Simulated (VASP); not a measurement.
# C (P1) in VASP: relaxation of cell and atoms with PBE

Aim: the relaxation of cell and atoms of C with PBE.

Everything below comes from runs of VASP 6.6.1. Logs are shortened: lines on timing, memory, paths and dates and some standing lists are left out, and cuts for length are marked.

## (1) The cell of the first run

The typed cell holds 8 atoms: a = 3.567 Å, b = 3.500 Å, c = 4.431 Å, α = 90.53°, β = 88.76°, γ = 90.41°.

## (2) Relaxation of cell and atoms, PBE

File INCAR:

```
ALGO = Normal
EDIFF = 1E-6
EDIFFG = -0.025
ENCUT = 600
GGA = PE
IBRION = 2
ISIF = 3
ISMEAR = 0
LASPH = True
LCHARG = False
LREAL = False
LWAVE = False
NELM = 80
NSW = 80
PREC = Accurate
SIGMA = 0.1
```

File KPOINTS:

```
k-points
0
Gamma
  4 4 4
```

File POSCAR:

```
C
1.0
    3.5667823158     -0.0126842128      0.0390722118
   -0.0126842128      3.5002945931     -0.0166048476
    0.0473891678     -0.0201393746      4.4309494531
C
8
Direct
    0.7606402272      0.4740005482      0.1450398400
    0.5172622537      0.8122935007      0.7067811002
    0.5385366808      0.2046952174      0.6845860749
    0.7894695034      0.4588589992      0.8479152405
    0.2335293385      0.5596393954      0.8003017943
    0.2235111603      0.4916179816      0.1690574735
    0.4937833975      0.7790925776      0.3495249300
    0.4432674386      0.2198017800      0.2967935467
```

Potentials or basis: VASP PAW PBE potentials, release 64 (C).

Run with:

```bash
cat potpaw_PBE.64/C/POTCAR > POTCAR
mpirun -np 1 vasp_std > vasp.out
```

OUTCAR:

```text
EDIFF = 1E-6
   EDIFFG = -0.025
   ENCUT = 600
   GGA = PE
   IBRION = 2
   ISIF = 3
   ISMEAR = 0
   LASPH = True
   LREAL = False
   NELM = 80
   NSW = 80
   PREC = Accurate

 ion  position               nearest neighbor table
   1  0.761  0.474  0.145-   4 1.32   8 1.58   6 1.66   7 1.68   6 1.92
   2  0.517  0.812  0.707-   3 1.38   5 1.40   7 1.59   4 1.71
   3  0.539  0.205  0.685-   2 1.38   4 1.46   5 1.72   8 1.76
   4  0.789  0.459  0.848-   1 1.32   3 1.46   5 1.63   2 1.71   5 2.03
   5  0.234  0.560  0.800-   2 1.40   4 1.63   6 1.65   3 1.72   4 2.03
   6  0.224  0.492  0.169-   8 1.37   7 1.61   5 1.65   1 1.66   1 1.92
   7  0.494  0.779  0.350-   8 1.57   2 1.59   6 1.61   1 1.68   8 1.98
   8  0.443  0.220  0.297-   6 1.37   7 1.57   1 1.58   3 1.76   7 1.98

  LATTYP: Found a triclinic cell.
 ALAT       =     3.5003569602
 B/A-ratio  =     1.4328954573
 C/A-ratio  =     1.8957966233
 COS(alpha) =     0.0004793527
 COS(beta)  =     0.5298238989
 COS(gamma) =     0.7030303782

  Lattice vectors:

 A1 = (   0.0126842128,  -3.5002945931,   0.0166048476)
 A2 = (   3.5794665286,  -3.5129788059,   0.0556770594)
 A3 = (  -3.5067089352,  -3.5077497549,   4.4084820889)

Analysis of symmetry for initial positions (statically):
=====================================================================
 Subroutine PRICEL returns:
 Original cell was already a primitive cell.

 Routine SETGRP: Setting up the symmetry group for a
 triclinic supercell.

 Subroutine GETGRP returns: Found  1 space group operations
 (whereof  1 operations were pure point group operations)
 out of a pool of  2 trial point group operations.

The static configuration has the point symmetry C_1 .

Analysis of symmetry for dynamics (positions and initial velocities):
=====================================================================
 Subroutine PRICEL returns:
 Original cell was already a primitive cell.

 Routine SETGRP: Setting up the symmetry group for a
 triclinic supercell.

 Subroutine GETGRP returns: Found  1 space group operations
 (whereof  1 operations were pure point group operations)
 out of a pool of  2 trial point group operations.

The dynamic configuration has the point symmetry C_1 .

 Subroutine INISYM returns: Found  1 space group operations
 (whereof  1 operations are pure point group operations),
 and found     1 'primitive' translations
[... 120 lines left out ...]
   EMIN   =  10.00;   EMAX   =-10.00  energy-range for DOS
   EFERMI =   0.00;   METHOD = LEGACY
   ISMEAR =     0;   SIGMA  =   0.10  broadening in eV -4-tet -1-fermi 0-gaus
   EFERMI_NEDOS =   21; number of points for ismear=-14 and -15
   IALGO  =     38    algorithm
   IMIX   =      4    mixing-type and parameters
     AMIX     =   0.40;   BMIX     =  1.00
     AMIX_MAG =   1.60;   BMIX_MAG =  1.00
  volume/ion in A,a.u.               =       6.91        46.66
  Fermi-wavevector in a.u.,A,eV,Ry     =   1.364125  2.577822 25.318211  1.860836
  Thomas-Fermi vector in A             =   2.490468
   LORBIT       =      0    0 simple, 1 ext, 2 COOP (PROOUT), +10 PAW based schemes
   GGA     = PE    functional components
   LHFCALC =     F    Hartree Fock is set to
   AEXX    =    0.0000 exact exchange contribution
   IVDW    =     0    specifies the selected vdW correction
   LEPSILON=     F    determine dielectric tensor
   LRPA    =     F    only Hartree local field effects (RPA)
 conjugate gradient relaxation of ions
 non-spin polarized calculation
 Gauss-broadening in eV      SIGMA  =   0.10
  energy-cutoff  :      600.00
  volume of cell :       55.31
 maximum number of plane-waves:      1864
   NGX = 15   NGY = 13   NGZ = 17

--------------------------------------- Ionic step        1  -------------------------------------------

 number of electron      31.9999998 magnetization

 Free energy of the ion-electron system (eV)
  ---------------------------------------------------
  ext. energy  EPLUGINS =         0.00000000
  ---------------------------------------------------
  free energy    TOTEN  =       -62.90372127 eV

  energy without entropy =      -62.90332309  energy(sigma->0) =      -62.90352218

------------------------ aborting loop because EDIFF is reached ----------------------------------------

  FORCE on cell =-STRESS in cart. coord.  units (eV):
  Direction    XX          YY          ZZ          XY          YZ          ZX
  --------------------------------------------------------------------------------------
  -------------------------------------------------------------------------------------
  Total        4.0682369     11.0818665      6.3134424      2.4059869     -1.6328828     -1.6713647
  in kB      117.8431956    321.0045509    182.8792775     69.6933798    -47.2991442    -48.4138370
  external PRESSURE =     207.2423413 kB  Pullay stress =       0.0000000 kB
[... 107 lines left out ...]
  FREE ENERGIE OF THE ION-ELECTRON SYSTEM (eV)
  ---------------------------------------------------
  free  energy   TOTEN  =       -63.6007959783 eV

  energy  without entropy=      -63.6007797575  energy(sigma->0) =      -63.60078787

[... ionic steps 4 to 19 ...]

--------------------------------------- Ionic step       20  -------------------------------------------

 number of electron      31.9999996 magnetization

------------------------ aborting loop because EDIFF is reached ----------------------------------------
[... 79 lines left out ...]
--------------------------------------- Ionic step       22  -------------------------------------------

 number of electron      31.9999996 magnetization

 Free energy of the ion-electron system (eV)
  ---------------------------------------------------
  ext. energy  EPLUGINS =         0.00000000
  ---------------------------------------------------
  free energy    TOTEN  =       -67.87264537 eV

  energy without entropy =      -67.87264537  energy(sigma->0) =      -67.87264537

 E-fermi :   7.2650     XC(G=0): -11.7579

 val. band max:        6.7902262181   @ k =   0.0000   0.0000   0.0000
 cond. band min:       8.5083706112   @ k =   0.5000   0.5000  -0.0000
 fundamental gap:      1.7181443931
 Fermi energy:         7.2650219757

 k-point     1 :       0.0000    0.0000    0.0000
  band No.  band energies     occupation
      1     -13.8245      2.00000
      2      -8.8158      2.00000
      3      -8.2596      2.00000
      4      -4.7469      2.00000
      5      -3.6710      2.00000
      6      -3.6696      2.00000
[... 565 lines left out ...]
     20      14.7186      0.00000
     21      15.3776      0.00000

 [... further k-points ...]
[... 5 lines left out ...]
  --------------------------------------------------------------------------------------
  -------------------------------------------------------------------------------------
  Total        0.0051097      0.0055851     -0.0045659      0.0531930     -0.0055292     -0.0056981
  in kB        0.1478511      0.1616051     -0.1321156      1.5391488     -0.1599873     -0.1648759
  external PRESSURE =       0.0591135 kB  Pullay stress =       0.0000000 kB
[... 23 lines left out ...]
  FREE ENERGIE OF THE ION-ELECTRON SYSTEM (eV)
  ---------------------------------------------------
  free  energy   TOTEN  =       -67.8726453662 eV

  energy  without entropy=      -67.8726453662  energy(sigma->0) =      -67.87264537

 reached required accuracy - stopping structural energy minimisation
```

OSZICAR:

```text
N       E                     dE             d eps       ncg     rms          rms(c)
DAV:   1     0.136269082503E+03    0.13627E+03   -0.18790E+04  1512   0.165E+03
DAV:   2    -0.570355926755E+02   -0.19330E+03   -0.18249E+03  2059   0.296E+02
DAV:   3    -0.659777624310E+02   -0.89422E+01   -0.87872E+01  1896   0.628E+01
[... 182 lines left out ...]
       N       E                     dE             d eps       ncg     rms          rms(c)
DAV:   1    -0.678726419732E+02   -0.71508E-04   -0.73599E-03  1537   0.653E-01    0.227E-02
DAV:   2    -0.678726476006E+02   -0.56274E-05   -0.13088E-04  1992   0.836E-02    0.137E-02
DAV:   3    -0.678726454077E+02    0.21929E-05   -0.72258E-06  1865   0.216E-02    0.330E-03
DAV:   4    -0.678726453662E+02    0.41533E-07   -0.10192E-06  1229   0.765E-03
  22 F= -.67872645E+02 E0= -.67872645E+02  d E =-.751635E-04
```

CONTCAR:

```text
C
   1.00000000000000
     3.5739064684526629   -0.0021599430806227    0.0002219364785095
    -0.0023241597591095    3.5740210976307623    0.0007674234084529
     0.0006295681885315   -0.0011984971486665    4.3349551976179805
  C
     8
Direct
     0.7849359643213417    0.5000492138661440    0.1816011705580603
     0.5002330673997308    0.7851548362545070    0.6816840734588672
     0.4999888822988708    0.2149810066703176    0.6816476877619738
     0.7851738511307835    0.5001576354006194    0.8183055348985712
     0.2150645702491560    0.5000196421937727    0.8184411856336433
     0.2148575801497378    0.4997663446848101    0.1816547036286103
     0.5000585708173447    0.7849913072040160    0.3183861682829365
     0.4996875136330347    0.2148800138258079    0.3182794758773324

  0.00000000E+00  0.00000000E+00  0.00000000E+00
  0.00000000E+00  0.00000000E+00  0.00000000E+00
  0.00000000E+00  0.00000000E+00  0.00000000E+00
  0.00000000E+00  0.00000000E+00  0.00000000E+00
  0.00000000E+00  0.00000000E+00  0.00000000E+00
  0.00000000E+00  0.00000000E+00  0.00000000E+00
  0.00000000E+00  0.00000000E+00  0.00000000E+00
  0.00000000E+00  0.00000000E+00  0.00000000E+00
```

Run time: 6.2 min. Hardware: 1 thread of Intel Xeon 6975P-C, shared host; peak memory 0.18 GiB.

What came out:

```
Free energy                            : -67.8726 eV
Relaxed volume                         : 6.92 Å³/atom
Relaxed cell                           : a = 3.574 Å, b = 3.574 Å, c = 4.335 Å, α = 90.00°, β = 89.99°, γ = 90.07°
Space group after relaxing (to 0.05 Å) : P4_2/mmc (No. 131)
Energy gained by relaxing              : 621.1 meV/atom
Ionic steps                            : 22
Pressure after relaxing                : 0.0 GPa
Largest force after relaxing           : 0.016 eV/Å
Band gap on the k mesh                 : 1.72 eV, indirect (least direct gap 2.21 eV)
```

Forces in eV/Å, atoms in the order of the input:
```
C    0.002 -0.002  0.000
C   -0.001 -0.015  0.000
C   -0.003  0.013 -0.005
C   -0.010  0.003 -0.002
C    0.001 -0.009 -0.008
C    0.003  0.010  0.009
C   -0.006 -0.005 -0.001
C    0.013  0.006  0.008
```

The path:
```csv
step,energy change (eV),largest force (eV/Å),pressure (GPa),volume (Å³)
1,0.0000,11.5384,20.72,55.31
2,1.5929,7.7111,-8.81,62.73
3,-0.6971,7.1687,-12.42,61.00
4,-3.0775,5.3671,-14.67,59.25
5,-3.9439,3.3835,-9.27,57.26
6,-4.0125,3.3265,-12.07,57.77
7,-4.0188,3.2343,-11.56,57.66
8,-4.2727,3.9388,8.44,54.67
9,-4.7617,1.5980,-3.28,56.00
10,-4.8619,1.2864,3.20,54.83
11,-4.9021,0.6648,0.63,55.22
12,-4.9275,0.6535,0.81,55.21
13,-4.9287,0.4888,0.76,55.22
14,-4.9526,0.3663,-0.45,55.40
15,-4.9537,0.4871,-0.77,55.44
16,-4.9652,0.3424,0.04,55.39
17,-4.9660,0.2374,-0.14,55.41
18,-4.9682,0.1305,0.07,55.36
19,-4.9687,0.0507,0.00,55.37
20,-4.9688,0.0343,-0.01,55.37
21,-4.9688,0.0261,-0.01,55.37
22,-4.9689,0.0163,0.01,55.37
```

Final structure:
```yaml
crystal:
  lattice:
    - [3.57391, -0.00216, 0.00022]
    - [-0.00232, 3.57402, 0.00077]
    - [0.00063, -0.00120, 4.33496]
  atoms:
    - { symbol: C, position: [0.78494, 0.50005, 0.18160] }
    - { symbol: C, position: [0.50023, 0.78515, 0.68168] }
    - { symbol: C, position: [0.49999, 0.21498, 0.68165] }
    - { symbol: C, position: [0.78517, 0.50016, 0.81831] }
    - { symbol: C, position: [0.21506, 0.50002, 0.81844] }
    - { symbol: C, position: [0.21486, 0.49977, 0.18165] }
    - { symbol: C, position: [0.50006, 0.78499, 0.31839] }
    - { symbol: C, position: [0.49969, 0.21488, 0.31828] }
```

Caveat: the k points lie up to 0.44 Å⁻¹ apart in the final cell. Expect the measured gap to be larger: semilocal functionals such as PBE lack the derivative discontinuity.
